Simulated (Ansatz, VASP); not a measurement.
Lu: VASP beside Ansatz

```xyz
1
Lattice="-1.4419 1.4419 1.4419 1.4419 -1.4419 1.4419 1.4419 1.4419 -1.4419" Properties=species:S:1:pos:R:3 pbc="T T T"
Lu    0.0000    0.0000    0.0000
```

Change from the starting cell: volume scaled by 0.43, crystal datasets.

Alike in both runs: task single point; functional PBEsol; k mesh 16 × 16 × 16; occupations fermi-dirac, width 0.05 eV; no spin polarisation.

|  | VASP | Ansatz |
| --- | --- | --- |
| version | VASP 6.6.1 | Ansatz 0.2.0 |
| potentials or method | VASP PAW PBE potentials, release 64 (Lu), cutoff 520 eV | all-electron PAW with datasets made for the crystal, scalar-relativistic |

|  | VASP | Ansatz | Ansatz less VASP |
| --- | --- | --- | --- |
| pressure (GPa) | 168.4 | 164.3 | -4.05 |

VASP's potentials were made for PBE, not for PBEsol. Both programs put the cell under a high pressure, so it lies far from rest at this level. Ansatz ran all-electron here, and VASP with PAW potentials.

Spin-orbit coupling is off throughout. Noted on VASP's run: the cell as given lies far from equilibrium.
